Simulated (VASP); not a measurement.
# Au in VASP: notebook, part 2 of 2

VASP 6.6.1.

### Step 3. Single point, PBEsol

This run uses another cell than the first one, of 15.06 Å³/atom, 0.853 times its volume.

INCAR reads:

```
SYSTEM = Au
PREC = Accurate
ENCUT = 520
EDIFF = 1E-6
ISMEAR = -1
SIGMA = 0.05
LREAL = .FALSE.
LASPH = .TRUE.
NELM = 100
ALGO = Normal
ISIF = 2
LWAVE = .FALSE.
LCHARG = .FALSE.
GGA = PS
NBANDS = 18
```

KPOINTS reads:

```
Automatic mesh
0
G
  11 11 6
  0 0 0
```

POSCAR reads:

```
Au
1.0
    1.3794533549     -2.3891945145      0.0000000000
    1.3794533549      2.3891945145      0.0000000000
    0.0000000000      0.0000000000      4.5704278804
Au
2
Direct
    0.3333565571      0.6666434429      0.2500000000
    0.6666434429      0.3333565571      0.7500000000
```

Potentials or basis: VASP PAW PBE potentials, release 64 (Au).

Launch:

```
$ cat potpaw_PBE.64/Au/POTCAR > POTCAR
$ mpirun -np 1 vasp_std > vasp.out
```

OUTCAR:

```text
SYSTEM = Au
   PREC = Accurate
   ENCUT = 520
   EDIFF = 1E-6
   ISMEAR = -1
   LREAL = .FALSE.
   LASPH = .TRUE.
   NELM = 100
   ISIF = 2
   GGA = PS

 ion  position               nearest neighbor table
   1  0.333  0.667  0.250-   2 2.79   2 2.79   2 2.79   2 2.79   2 2.79   2 2.79
   2  0.667  0.333  0.750-   1 2.79   1 2.79   1 2.79   1 2.79   1 2.79   1 2.79

  LATTYP: Found a base centered orthorhombic cell.
 ALAT       =     2.7589067098
 B/A-ratio  =     1.7319864467
 C/A-ratio  =     1.6566083457

  Lattice vectors:

 A1 = (   1.3794533549,  -2.3891945145,   0.0000000000)
 A2 = (   1.3794533549,   2.3891945145,   0.0000000000)
 A3 = (   0.0000000000,   0.0000000000,   4.5704278804)

Analysis of symmetry for initial positions (statically):
=====================================================================
 Subroutine PRICEL returns:
 Original cell was already a primitive cell.

 Routine SETGRP: Setting up the symmetry group for a
 base centered orthorhombic supercell.

 Subroutine GETGRP returns: Found  8 space group operations
 (whereof  4 operations were pure point group operations)
 out of a pool of  8 trial point group operations.

The static configuration has the point symmetry C_2h.
 The point group associated with its full space group is D_2h.

Analysis of symmetry for dynamics (positions and initial velocities):
=====================================================================
 Subroutine PRICEL returns:
 Original cell was already a primitive cell.

 Routine SETGRP: Setting up the symmetry group for a
 base centered orthorhombic supercell.

 Subroutine GETGRP returns: Found  8 space group operations
 (whereof  4 operations were pure point group operations)
 out of a pool of  8 trial point group operations.

The dynamic configuration has the point symmetry C_2h.
 The point group associated with its full space group is D_2h.

 Subroutine INISYM returns: Found  8 space group operations
[... 107 lines left out ...]
   PSTRESS=    0.0 pullay stress
   NELECT =      22.0000    total number of electrons
   NUPDOWN=      -1.0000    fix difference up-down
   EMIN   =  10.00;   EMAX   =-10.00  energy-range for DOS
   EFERMI =   0.00;   METHOD = LEGACY
   ISMEAR =    -1;   SIGMA  =   0.05  broadening in eV -4-tet -1-fermi 0-gaus
   EFERMI_NEDOS =   21; number of points for ismear=-14 and -15
   IALGO  =     38    algorithm
   IMIX   =      4    mixing-type and parameters
     AMIX     =   0.40;   BMIX     =  1.00
     AMIX_MAG =   1.60;   BMIX_MAG =  1.00
  volume/ion in A,a.u.               =      15.06       101.65
  Fermi-wavevector in a.u.,A,eV,Ry     =   1.474237  2.785904 29.570552  2.173374
  Thomas-Fermi vector in A             =   2.589033
   LORBIT       =      0    0 simple, 1 ext, 2 COOP (PROOUT), +10 PAW based schemes
   GGA     = PS    functional components
   LHFCALC =     F    Hartree Fock is set to
   AEXX    =    0.0000 exact exchange contribution
   IVDW    =     0    specifies the selected vdW correction
   LEPSILON=     F    determine dielectric tensor
   LRPA    =     F    only Hartree local field effects (RPA)
 non-spin polarized calculation
  energy-cutoff  :      520.00
  volume of cell :       30.13
 maximum number of plane-waves:       826
 NGX is ok and might be reduce to    24
   NGX = 11   NGY = 11   NGZ = 17

 number of electron      22.0000003 magnetization

 Free energy of the ion-electron system (eV)
  ---------------------------------------------------
  ext. energy  EPLUGINS =         0.00000000
  ---------------------------------------------------
  free energy    TOTEN  =        -7.52533331 eV

  energy without entropy =       -7.52099431  energy(sigma->0) =       -7.52316381

 E-fermi :  11.4622     XC(G=0): -13.6268

 val. band max:       11.3649848813   @ k =  -0.1818   0.0909   0.1667
 cond. band min:      11.5053263020   @ k =   0.2727   0.1818   0.5000
 fundamental gap:      0.1403414207
 Fermi energy:        11.4621978085

 k-point     1 :       0.0000    0.0000    0.0000
  band No.  band energies     occupation
      1       0.1745      2.00000
      2       2.8711      2.00000
      3       5.9439      2.00000
      4       6.2006      2.00000
      5       6.2010      2.00000
      6       6.6181      2.00000
[... 481 lines left out ...]
      5       6.1766      2.00000
      6       6.8663      2.00000
[... 10 lines left out ...]
     17      28.2078      0.00000
     18      29.0992      0.00000

 [... further k-points ...]
[... 5 lines left out ...]
  --------------------------------------------------------------------------------------
  -------------------------------------------------------------------------------------
  Total        5.5735966      5.5759431      5.5743033      0.0000000      0.0000000      0.0000000
  in kB      296.4153762    296.5401705    296.4529628      0.0000000      0.0000000      0.0000000
  external PRESSURE =     296.4695032 kB  Pullay stress =       0.0000000 kB

 VOLUME and BASIS-vectors are now :
 -----------------------------------------------------------------------------
  energy-cutoff  :      520.00
  volume of cell :       30.13
      direct lattice vectors                 reciprocal lattice vectors
     1.379453355 -2.389194515  0.000000000     0.362462419 -0.209275552  0.000000000
     1.379453355  2.389194515  0.000000000     0.362462419  0.209275552  0.000000000
     0.000000000  0.000000000  4.570427880     0.000000000  0.000000000  0.218797895

 POSITION                                       TOTAL-FORCE (eV/Angst)
 -----------------------------------------------------------------------------------
      1.37945      0.79629      1.14261         0.000000      0.000405     -0.000000
      1.37945     -0.79629      3.42782         0.000000     -0.000405      0.000000
 -----------------------------------------------------------------------------------
    total drift:                               -0.000000     -0.000000     -0.000000

  FREE ENERGIE OF THE ION-ELECTRON SYSTEM (eV)
  ---------------------------------------------------
  free  energy   TOTEN  =        -7.5253333093 eV

  energy  without entropy=       -7.5209943124  energy(sigma->0) =       -7.52316381
```

stdout:

```text
POSCAR found type information on POSCAR Au
 POSCAR found :  1 types and       2 ions
 scaLAPACK will be used
 -----------------------------------------------------------------------------
|                                                                             |
|                                                                             |
|     You enforced a specific xc type in the INCAR file but a different       |
|     I HOPE YOU KNOW WHAT YOU ARE DOING!                                     |
|                                                                             |
 -----------------------------------------------------------------------------

 LDA part: xc-table for (Slater+PW92), standard interpolation
 POSCAR, INCAR and KPOINTS ok, starting setup
 FFT: planning ... GRIDC
 FFT: planning ... GRID_SOFT
 FFT: planning ... GRID
 WAVECAR not read
 entering main loop
```

Run time: 26 s. Hardware: 1 thread of Intel Xeon 6975P-C (Granite Rapids), shared host; peak memory 0.2 GiB.

Results:

- Free energy: -7.5253 eV
- Pressure: 29.6 GPa
- Band gap on the k mesh: zero (band 11 reaches 15.55 eV, above the bottom of band 12 at 8.59 eV)

Caveat: the PAW data sets were made with another functional, which shifts forces and pressure a little; spin-orbit coupling is left out, which moves the levels of the heavy elements.

### Step 4. Single point, PBEsol

This run uses another cell than the first one, of 15.56 Å³/atom, 0.882 times its volume.

INCAR reads:

```
PREC = Accurate ; ENCUT = 520
EDIFF = 1E-7 ; ISMEAR = -1
SIGMA = 0.05 ; LREAL = F
LASPH = T ; NELM = 80
ALGO = Normal ; ISIF = 2
LWAVE = F ; LCHARG = F
GGA = PS ; NBANDS = 18
```

KPOINTS reads:

```
regular mesh
0
Gamma
  11 11 6
```

POSCAR reads:

```
Au
1.0
    1.3939864095     -2.4147110765      0.0000000000
    1.3939864095      2.4147110765      0.0000000000
    0.0000000000      0.0000000000      4.6229840711
Au
2
Direct
    0.3333888908      0.6666111092      0.2500000000
    0.6666111092      0.3333888908      0.7500000000
```

Launch:

```
$ cat potpaw_PBE.64/Au/POTCAR > POTCAR
$ mpirun -np 1 vasp_std > vasp.out
```

Wall time 29 s (1 thread of Intel Xeon 6975P-C (Granite Rapids), shared host); peak memory 0.2 GiB.

Results (log left out):

| Property | Result |
| --- | --- |
| Free energy | -7.6786 eV |
| Pressure | 19.7 GPa |
| Band gap on the k mesh | zero (band 11 reaches 14.84 eV, above the bottom of band 12 at 8.04 eV) |

Levels at points of the mesh, in eV from the Fermi level:
```tsv
k point	band 7	band 8	band 9	band 10	band 11	band 12	band 13	band 14	band 15	band 16
(0.00, 0.00, 0.00)	-4.66	-3.94	-3.94	-2.26	-2.26	-1.55	3.35	14.41	15.93	16.88
(0.00, 0.00, 0.50)	-5.11	-5.11	-2.80	-2.80	-2.80	-2.80	11.53	11.53	14.81	14.81
```

Caveat: the PAW data sets were made with another functional, which shifts forces and pressure a little; spin-orbit coupling is left out, which moves the levels of the heavy elements.

### Step 5. Single point, PBEsol

This run uses another cell than the first one, of 16.18 Å³/atom, 0.917 times its volume.

INCAR reads:

```
SYSTEM = Au
PREC = Accurate ; ENCUT = 520
EDIFF = 1E-7 ; ISMEAR = -1
SIGMA = 0.05 ; LREAL = .False.
LASPH = .True. ; NELM = 80
ALGO = Normal ; ISIF = 2
LWAVE = .False. ; LCHARG = .False.
GGA = PS ; NBANDS = 18
```

KPOINTS reads:

```
regular mesh
0
Gamma
  11 11 6
  0 0 0
```

POSCAR reads:

```
Au
1.0
    1.4114792178     -2.4460375010      0.0000000000
    1.4114792178      2.4460375010      0.0000000000
    0.0000000000      0.0000000000      4.6877341728
Au
2
Direct
    0.3335535124      0.6664464876      0.2500000000
    0.6664464876      0.3335535124      0.7500000000
```

Launch:

```
$ cat potpaw_PBE.64/Au/POTCAR > POTCAR
$ mpirun -np 1 vasp_std > vasp.out
```

It took 27 s on 1 thread of Intel Xeon 6975P-C (Granite Rapids), shared host; peak memory 0.2 GiB.

Results (log left out):

```
Free energy            : -7.7924 eV
Pressure               : 9.7 GPa
Band gap on the k mesh : zero (band 11 reaches 14.01 eV, above the bottom of band 12 at 7.42 eV)
```

Levels at points of the mesh, in eV from the Fermi level:
```
           k point  band 7  band 8  band 9  band 10  band 11  band 12  band 13  band 14  band 15  band 16
(0.00, 0.00, 0.00)   -4.45   -3.78   -3.77    -2.21    -2.21    -1.36     3.11    14.47    15.92    16.85
(0.00, 0.00, 0.50)   -4.87   -4.87   -2.72    -2.72    -2.71    -2.71    11.23    11.23    14.82    14.82
```

Caveat: the PAW data sets were made with another functional, which shifts forces and pressure a little; spin-orbit coupling is left out, which moves the levels of the heavy elements.

### Step 6. Single point, PBEsol

This run uses another cell than the first one, of 16.57 Å³/atom, 0.939 times its volume.

INCAR reads:

```
SYSTEM = Au
PREC = Accurate ; ENCUT = 520
EDIFF = 1E-6 ; ISMEAR = -1
SIGMA = 0.05 ; LREAL = .False.
LASPH = .True. ; NELM = 60
ALGO = Normal ; ISIF = 2
LWAVE = .False. ; LCHARG = .False.
GGA = PS ; NBANDS = 18
```

KPOINTS is that of step 5.

POSCAR reads:

```
Au
1.0
    1.4220450140     -2.4644723336      0.0000000000
    1.4220450140      2.4644723336      0.0000000000
    0.0000000000      0.0000000000      4.7275169485
Au
2
Direct
    0.3335990133      0.6664009867      0.2500000000
    0.6664009867      0.3335990133      0.7500000000
```

Potentials or basis: VASP PAW PBE potentials, release 64 (Au).

Launch:

```
$ cat potpaw_PBE.64/Au/POTCAR > POTCAR
$ mpirun -np 1 vasp_std > vasp.out
```

It took 24 s on 1 thread of Intel Xeon 6975P-C (Granite Rapids), shared host; peak memory 0.2 GiB.

The run converged. Its results:

```yaml
Free_energy: -7.8273 eV
Pressure: 4.7 GPa
Band_gap_on_the_k_mesh: zero (band 11 reaches 13.53 eV, above the bottom of band 12 at 7.06 eV)
```

Levels at points of the mesh, in eV from the Fermi level:
| k point | band 7 | band 8 | band 9 | band 10 | band 11 | band 12 | band 13 | band 14 | band 15 | band 16 |
| --- | --- | --- | --- | --- | --- | --- | --- | --- | --- | --- |
| (0.00, 0.00, 0.00) | -4.34 | -3.69 | -3.68 | -2.19 | -2.18 | -1.26 | 2.97 | 14.50 | 15.90 | 16.82 |
| (0.00, 0.00, 0.50) | -4.74 | -4.74 | -2.67 | -2.67 | -2.67 | -2.67 | 11.05 | 11.05 | 14.83 | 14.83 |

Caveat: the PAW data sets were made with another functional, which shifts forces and pressure a little; spin-orbit coupling is left out, which moves the levels of the heavy elements.

### Step 7. The runs side by side

| level | cell | gap on the mesh (eV) | pressure (GPa) |
| --- | --- | --- | --- |
| r2SCAN | a = 2.920, b = 2.920, c = 4.893 Å, angles 90.0, 90.0, 122.2°, 2 atoms | none | -0.1 |
| PBEsol | a = 2.759, b = 2.759, c = 4.570 Å, angles 90.0, 90.0, 120.0°, 2 atoms | none | 29.6 |
| PBEsol | a = 2.788, b = 2.788, c = 4.623 Å, angles 90.0, 90.0, 120.0°, 2 atoms | none | 19.7 |
| PBEsol | a = 2.824, b = 2.824, c = 4.688 Å, angles 90.0, 90.0, 120.0°, 2 atoms | none | 9.7 |
| PBEsol | a = 2.845, b = 2.845, c = 4.728 Å, angles 90.0, 90.0, 120.0°, 2 atoms | none | 4.7 |

Alike in all rows: task single point; potentials or basis VASP PAW PBE potentials, release 64 (Au); no spin polarisation; k mesh 11 × 11 × 6; cutoff (eV) 520; smearing fermi-dirac 0.05 eV.

Caveats: the PAW data sets were made with another functional, which shifts forces and pressure a little; spin-orbit coupling is left out, which moves the levels of the heavy elements.

Absolute energies hang on the potentials; compare differences alone.
